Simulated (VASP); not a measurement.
Crystal: K2S.

```
K S
1.0
     0.00000    3.66125    3.66125
     3.66125    0.00000    3.66125
     3.66125    3.66125    0.00000
K S
2 1
Direct
  0.25000 0.25000 0.25000
  0.75000 0.75000 0.75000
  0.00000 0.00000 0.00000
```

This cell differs from its parent crystal: strain -1.1%.

Base run:

| Property | Result |
| --- | --- |
| Program | VASP 6.6.1 |
| Functional | PBE |
| Potentials or basis | VASP PAW PBE potentials, release 64 (K_sv, S) |
| Cutoff | 500 eV |
| k mesh | 6 × 6 × 6 |
| Occupations | fermi-dirac, width 0.02 eV |
| Spin | no spin polarisation |

Its results: band gap on the k mesh 2.47 eV, indirect (least direct gap 2.69 eV); pressure 1.2 GPa.

The run is repeated on the same cell with these changes: functional from PBE to r2SCAN; cutoff from 500 eV to 550 eV; occupations from fermi-dirac, width 0.02 eV to gaussian, width 0.01 eV. What comes out?

Band gap on the k mesh 2.84 eV, indirect (least direct gap 3.07 eV); pressure 0.8 GPa.

Caveats: the PAW data sets were made with another functional, which shifts forces and pressure a little (some runs).

A k mesh can miss the band edges.
